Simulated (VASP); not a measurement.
# Ba (P6_3/mmc) in VASP: further runs

Runs on Ba. Level: PBE. Tasks: single point, relaxation of cell and atoms.

All numbers are computed with VASP 6.6.1; they aren't measurements. Logs are shortened: lines on timing, memory, paths and dates and some standing lists are left out, and cuts for length are marked.

**1. The cell of the first run**

The structure is hexagonal, space group P6_3/mmc (No. 194). The conventional cell has a = 4.472 Å, b = 4.472 Å, c = 7.304 Å, α = 90.00°, β = 90.00°, γ = 120.00°. Within 5.9 Å of Ba (site symmetry -6m2) lie 12 Ba at 4.47 Å.

This isn't the form of Ba at room conditions, which is bcc.

**2. Single point, PBE**

File INCAR:

```
SYSTEM = Ba
PREC     = Accurate       ! precision mode
ENCUT    = 520            ! plane-wave cutoff, eV
EDIFF    = 1E-6           ! SCF threshold, eV
ISMEAR   = 0              ! smearing method
SIGMA    = 0.05           ! smearing width, eV
LREAL    = .FALSE.        ! projectors in reciprocal space
LASPH    = .TRUE.         ! aspherical terms in the spheres
NELM     = 100            ! most SCF steps
ALGO     = Normal         ! electronic algorithm
ISIF     = 2              ! what is computed and relaxed
LWAVE    = .FALSE.        ! write WAVECAR
LCHARG   = .FALSE.        ! write CHGCAR
GGA      = PE             ! functional
NBANDS   = 17             ! bands
```

File KPOINTS:

```
regular mesh
0
G
  6 6 4
  0 0 0
```

File POSCAR:

```
Ba
1.0
    4.4720009691      0.0000000000      0.0000000000
   -2.2360004845      3.8728664450      0.0000000000
    0.0000000000      0.0000000000      7.3042682495
Ba
2
Direct
    0.3333333333      0.6666666667      0.7500000000
    0.6666666667      0.3333333333      0.2500000000
```

Potentials or basis: VASP PAW PBE potentials, release 64 (Ba_sv).

Started as:

```
$ cat potpaw_PBE.64/Ba_sv/POTCAR > POTCAR
$ mpirun -np 1 vasp_std > vasp.out
```

OUTCAR:

```text
SYSTEM = Ba
   PREC = Accurate
   ENCUT = 520
   EDIFF = 1E-6
   ISMEAR = 0
   LREAL = .FALSE.
   LASPH = .TRUE.
   NELM = 100
   ISIF = 2
   GGA = PE

 ion  position               nearest neighbor table
   1  0.333  0.667  0.750-   2 4.47   2 4.47   2 4.47   2 4.47   2 4.47   2 4.47
   2  0.667  0.333  0.250-   1 4.47   1 4.47   1 4.47   1 4.47   1 4.47   1 4.47

  LATTYP: Found a hexagonal cell.
 ALAT       =     4.4720009691
 C/A-ratio  =     1.6333333333

  Lattice vectors:

 A1 = (   4.4720009691,   0.0000000000,   0.0000000000)
 A2 = (  -2.2360004845,   3.8728664450,   0.0000000000)
 A3 = (   0.0000000000,   0.0000000000,   7.3042682495)

Analysis of symmetry for initial positions (statically):
=====================================================================
 Subroutine PRICEL returns:
 Original cell was already a primitive cell.

 Routine SETGRP: Setting up the symmetry group for a
 hexagonal supercell.

 Subroutine GETGRP returns: Found 24 space group operations
 (whereof 12 operations were pure point group operations)
 out of a pool of 24 trial point group operations.

The static configuration has the point symmetry D_3d.
 The point group associated with its full space group is D_6h.

Analysis of symmetry for dynamics (positions and initial velocities):
=====================================================================
 Subroutine PRICEL returns:
 Original cell was already a primitive cell.

 Routine SETGRP: Setting up the symmetry group for a
 hexagonal supercell.

 Subroutine GETGRP returns: Found 24 space group operations
 (whereof 12 operations were pure point group operations)
 out of a pool of 24 trial point group operations.

The dynamic configuration has the point symmetry D_3d.
 The point group associated with its full space group is D_6h.

 Subroutine INISYM returns: Found 24 space group operations
 (whereof 12 operations are pure point group operations),
 and found     1 'primitive' translations

----------------------------------------------------------------------------------------

                                     Primitive cell

  volume of cell :     126.5060

  direct lattice vectors                    reciprocal lattice vectors
     4.472000969  0.000000000  0.000000000     0.223613547  0.129103342  0.000000000
    -2.236000484  3.872866445  0.000000000     0.000000000  0.258206683  0.000000000
     0.000000000  0.000000000  7.304268249     0.000000000  0.000000000  0.136906253

  length of vectors
     4.472000969  4.472000969  7.304268249     0.258206683  0.258206683  0.136906253

[... 77 lines left out ...]
   LREAL  =      F    real-space projection
   EDIFFG = 0.1E-04   stopping-criterion for IOM
   NSW    =      0    number of steps for IOM
   IBRION =     -1    ionic relax: 0-MD 1-quasi-New 2-CG
   NFREE  =      0    steps in history (QN), initial steepest desc. (CG)
   ISIF   =      2    stress and relaxation
   ISYM   =      2    0-nonsym 1-usesym 2-fastsym
   POTIM  = 0.5000    time-step for ionic-motion
   TEBEG  =    0.0;   TEEND  =   0.0 temperature during run
   PSTRESS=    0.0 pullay stress
   NELECT =      20.0000    total number of electrons
   NUPDOWN=      -1.0000    fix difference up-down
   EMIN   =  10.00;   EMAX   =-10.00  energy-range for DOS
   EFERMI =   0.00;   METHOD = LEGACY
   ISMEAR =     0;   SIGMA  =   0.05  broadening in eV -4-tet -1-fermi 0-gaus
   EFERMI_NEDOS =   21; number of points for ismear=-14 and -15
   IALGO  =     38    algorithm
   IMIX   =      4    mixing-type and parameters
     AMIX     =   0.40;   BMIX     =  1.00
     AMIX_MAG =   1.60;   BMIX_MAG =  1.00
  volume/ion in A,a.u.               =      63.25       426.85
  Fermi-wavevector in a.u.,A,eV,Ry     =   0.885213  1.672810 10.661553  0.783602
  Thomas-Fermi vector in A             =   2.006216
   LORBIT       =      0    0 simple, 1 ext, 2 COOP (PROOUT), +10 PAW based schemes
   GGA     = PE    functional components
   LHFCALC =     F    Hartree Fock is set to
   AEXX    =    0.0000 exact exchange contribution
   IVDW    =     0    specifies the selected vdW correction
   LEPSILON=     F    determine dielectric tensor
   LRPA    =     F    only Hartree local field effects (RPA)
 non-spin polarized calculation
 Gauss-broadening in eV      SIGMA  =   0.05
  energy-cutoff  :      520.00
  volume of cell :      126.51
 maximum number of plane-waves:      3422
 NGX is ok and might be reduce to    36
   NGX = 17   NGY = 17   NGZ = 27

 number of electron      20.0000001 magnetization

 Free energy of the ion-electron system (eV)
  ---------------------------------------------------
  ext. energy  EPLUGINS =         0.00000000
  ---------------------------------------------------
  free energy    TOTEN  =        -3.78259279 eV

  energy without entropy =       -3.77903781  energy(sigma->0) =       -3.78081530

 E-fermi :   1.6891     XC(G=0):  -7.3944

 val. band max:        1.6330491815   @ k =   0.3333   0.1667   0.0000
 cond. band min:       1.6920616746   @ k =   0.1667   0.1667   0.0000
 fundamental gap:      0.0590124930
 Fermi energy:         1.6891247776

 k-point     1 :       0.0000    0.0000    0.0000
  band No.  band energies     occupation
      1     -27.2409      2.00000
      2     -27.2015      2.00000
      3     -12.6550      2.00000
      4     -12.2561      2.00000
      5     -12.2561      2.00000
      6     -12.2013      2.00000
[... 397 lines left out ...]
      4     -12.5601      2.00000
      5     -12.4668      2.00000
      6     -12.4668      2.00000
[... 9 lines left out ...]
     16       4.0447      0.00000
     17       5.5654      0.00000

------------------------ aborting loop because EDIFF is reached ----------------------------------------

  FORCE on cell =-STRESS in cart. coord.  units (eV):
  Direction    XX          YY          ZZ          XY          YZ          ZX
  --------------------------------------------------------------------------------------
  -------------------------------------------------------------------------------------
  Total       -0.0252726     -0.0252726      0.1431954     -0.0000000      0.0000000      0.0000000
  in kB       -0.3200726     -0.3200726      1.8135452     -0.0000000      0.0000000      0.0000000
  external PRESSURE =       0.3911333 kB  Pullay stress =       0.0000000 kB

 VOLUME and BASIS-vectors are now :
 -----------------------------------------------------------------------------
  energy-cutoff  :      520.00
  volume of cell :      126.51
      direct lattice vectors                 reciprocal lattice vectors
     4.472000969  0.000000000  0.000000000     0.223613547  0.129103342  0.000000000
    -2.236000484  3.872866445  0.000000000     0.000000000  0.258206683  0.000000000
     0.000000000  0.000000000  7.304268249     0.000000000  0.000000000  0.136906253

 POSITION                                       TOTAL-FORCE (eV/Angst)
 -----------------------------------------------------------------------------------
     -0.00000      2.58191      5.47820        -0.000000      0.000000      0.000000
      2.23600      1.29096      1.82607         0.000000     -0.000000      0.000000
 -----------------------------------------------------------------------------------
    total drift:                               -0.000000      0.000000     -0.000000

  FREE ENERGIE OF THE ION-ELECTRON SYSTEM (eV)
  ---------------------------------------------------
  free  energy   TOTEN  =        -3.7825927896 eV

  energy  without entropy=       -3.7790378091  energy(sigma->0) =       -3.78081530
```

OSZICAR:

```text
N       E                     dE             d eps       ncg     rms          rms(c)
DAV:   1     0.150651832374E+03    0.15065E+03   -0.82337E+03   714   0.958E+02
DAV:   2     0.712888096029E+01   -0.14352E+03   -0.14006E+03  1067   0.198E+02
DAV:   3    -0.336231590703E+01   -0.10491E+02   -0.10389E+02   940   0.570E+01
DAV:   4    -0.378579860722E+01   -0.42348E+00   -0.42287E+00  1129   0.811E+00
DAV:   5    -0.378806727426E+01   -0.22687E-02   -0.22686E-02   942   0.705E-01    0.231E+00
DAV:   6    -0.378427572710E+01    0.37915E-02   -0.60511E-03   963   0.685E-01    0.137E+00
DAV:   7    -0.378236511517E+01    0.19106E-02   -0.12076E-02   810   0.110E+00    0.574E-02
DAV:   8    -0.378256345485E+01   -0.19834E-03   -0.60451E-04  1146   0.116E-01    0.402E-02
DAV:   9    -0.378258944417E+01   -0.25989E-04   -0.12351E-05   975   0.208E-02    0.884E-03
DAV:  10    -0.378259241738E+01   -0.29732E-05   -0.62218E-06   911   0.157E-02    0.396E-03
DAV:  11    -0.378259278958E+01   -0.37220E-06   -0.13751E-06   552   0.925E-03
   1 F= -.37825928E+01 E0= -.37808153E+01  d E =-.355498E-02
```

Run time: 28 s. Hardware: 1 thread of Intel Xeon Platinum 8259CL at 2.50GHz (Skylake/Cascade Lake), shared host; peak memory 0.25 GiB.

Results:

- Free energy: -3.7826 eV
- Pressure: 0.0 GPa
- Band gap on the k mesh: zero (bands 10 and 11 overlap by 0.32 eV)

Caveat: spin-orbit coupling is left out, which moves the levels of the heavy elements.

**3. Relaxation of cell and atoms, PBE**

File INCAR:

```
SYSTEM = Ba
  ALGO = Normal
  EDIFF = 1E-6
  EDIFFG = -0.03
  ENCUT = 600
  GGA = PE
  IBRION = 2
  ISIF = 3
  ISMEAR = 0
  LASPH = .True.
  LCHARG = .False.
  LREAL = .False.
  LWAVE = .False.
  NELM = 100
  NSW = 80
  PREC = Accurate
  SIGMA = 0.05
```

File KPOINTS:

```
k-points
0
Gamma
  6 6 4
  0 0 0
```

POSCAR is that of step 2.

Potentials or basis: VASP PAW PBE potentials, release 64 (Ba_sv).

Started as:

```
$ cat potpaw_PBE.64/Ba_sv/POTCAR > POTCAR
$ mpirun -np 1 vasp_std > vasp.out
```

It took 59 s on 1 thread of Intel Xeon Platinum 8259CL at 2.50GHz (Skylake/Cascade Lake), shared host; peak memory 0.29 GiB.

Results (log left out):

```
Free energy                           : -3.7835 eV
Relaxed volume                        : 63.63 Å³/atom
Relaxed cell                          : a = 4.464 Å, b = 4.464 Å, c = 7.376 Å, α = 90.00°, β = 90.00°, γ = 120.00°
Space group after relaxing (to 0.1 Å) : P6_3/mmc (No. 194)
Energy gained by relaxing             : 0.4 meV/atom
Ionic steps                           : 3
Pressure after relaxing               : 0.0 GPa
Band gap on the k mesh                : zero (bands 10 and 11 overlap by 0.33 eV)
```

The path:
```
step  energy change (eV)  largest force (eV/Å)  pressure (GPa)  volume (Å³)
   1              0.0000                0.0000            0.04       126.51
   2             -0.0004                0.0000            0.02       126.77
   3             -0.0007                0.0000            0.00       127.26
```

Final structure:
```cif
data_structure
_symmetry_space_group_name_H-M 'P 1'
_symmetry_Int_Tables_number 1
_cell_length_a 4.4636
_cell_length_b 4.4636
_cell_length_c 7.3758
_cell_angle_alpha 90.000
_cell_angle_beta 90.000
_cell_angle_gamma 120.000
_cell_volume 127.26
loop_
_atom_site_label
_atom_site_type_symbol
_atom_site_fract_x
_atom_site_fract_y
_atom_site_fract_z
_atom_site_occupancy
Ba1 Ba 0.33333 0.66667 0.75000 1
Ba2 Ba 0.66667 0.33333 0.25000 1
```

Levels at points of the mesh, in eV from the Fermi level:
| k point | band 7 | band 8 | band 9 | band 10 | band 11 | band 12 | band 13 | band 14 |
| --- | --- | --- | --- | --- | --- | --- | --- | --- |
| (0.00, 0.00, 0.00) | -13.90 | -13.90 | -2.81 | -1.00 | 0.96 | 1.65 | 1.73 | 1.73 |
| (0.50, 0.00, 0.00) | -14.01 | -13.97 | -0.75 | -0.45 | -0.24 | 0.55 | 1.29 | 1.63 |
| (0.00, 0.00, 0.50) | -13.93 | -13.93 | -1.87 | -1.87 | 0.95 | 0.95 | 1.72 | 1.72 |
| (0.50, 0.00, 0.50) | -14.01 | -14.01 | -0.79 | -0.79 | 0.40 | 0.40 | 1.48 | 1.48 |

Caveat: spin-orbit coupling is left out, which moves the levels of the heavy elements.
